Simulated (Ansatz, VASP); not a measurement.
**Si4BW in VASP and in Ansatz**

INCAR

```
PREC = Accurate ; ENCUT = 600
EDIFF = 1E-6 ; ISMEAR = 0
SIGMA = 0.1 ; LREAL = F
LASPH = T ; NELM = 100
ALGO = Normal ; ISIF = 3
LWAVE = F ; LCHARG = F
GGA = PE ; IBRION = 2
NSW = 100 ; EDIFFG = -0.01
```

The input KPOINTS:

```
Automatic mesh
0
Gamma
  10 10 6
```

The input POSCAR:

```
Si4BW
1.0
    3.7532215145      0.0000000000      0.0000000000
    0.0000000000      3.7532215145      0.0000000000
    0.0000000000      0.0000000000      5.9322798325
Si B W
4 1 1
Direct
    0.5000000000      0.0000000000      0.7122647234
    0.0000000000      0.5000000000      0.2877352766
    0.5000000000      0.0000000000      0.2877352766
    0.0000000000      0.5000000000      0.7122647234
    0.5000000000      0.5000000000      0.5000000000
    0.0000000000      0.0000000000      0.0000000000
```

Input for Ansatz:

```yaml
crystal:
  lattice:
    - [3.7532215145, 0.0, 0.0]
    - [0.0, 3.7532215145, 0.0]
    - [0.0, 0.0, 5.9322798325]
  atoms:
    - { symbol: Si, position: [0.5, 0.0, 0.7122647234] }
    - { symbol: Si, position: [0.0, 0.5, 0.2877352766] }
    - { symbol: Si, position: [0.5, 0.0, 0.2877352766] }
    - { symbol: Si, position: [0.0, 0.5, 0.7122647234] }
    - { symbol: B, position: [0.5, 0.5, 0.5] }
    - { symbol: W, position: [0.0, 0.0, 0.0] }
basis:
  ecutwfc: 420
kpoints:
  mp_grid: { grid: [10, 10, 6] }
hamiltonian:
  xc: pbe
scf:
  occupations: { method: gaussian, width: 0.1 }
output:
  forces: true
  stress: true
  eigenvalues: true
  write_density: true
  write_potential: true
  elf: true
  volumetric_format: npy
relax:
  adjacent_minimum: "off"
  f_tol: 0.01
  max_steps: 80
  cell: { stress_tol: 0.05 }
```

Change from the starting cell: species swapped into the Mg4SiGe type (P4/mmm, No. 123).

Alike in both runs: task relaxation of cell and atoms; functional PBE; k mesh 10 × 10 × 6; occupations gaussian, width 0.1 eV; no spin polarisation.

|  | VASP | Ansatz |
| --- | --- | --- |
| version | VASP 6.6.1 | Ansatz 0.2.0 |
| potentials or method | VASP PAW PBE potentials, release 64 (Si, B, W_sv), cutoff 600 eV | scalar-relativistic, plane waves, PAW |
| valence electrons in the cell | 33 | 33 |

VASP gave:

| Quantity | Value |
| --- | --- |
| gap on the k mesh at the Fermi level, each at its own relaxed structure (eV) | none |
| relaxed volume (Å³/atom) | 13.95 |
| relaxed length of the cell vector where the two differ most in proportion (Å) | 5.891 |

Problem. Which values does Ansatz return?

Solution. gap on the k mesh at the Fermi level, each at its own relaxed structure (eV): none; relaxed volume (Å³/atom): 13.95; relaxed length of the cell vector where the two differ most in proportion (Å): 5.889.

A gap of «none» marks a metal or a gap that the smearing closes.

Spin-orbit coupling is off throughout.
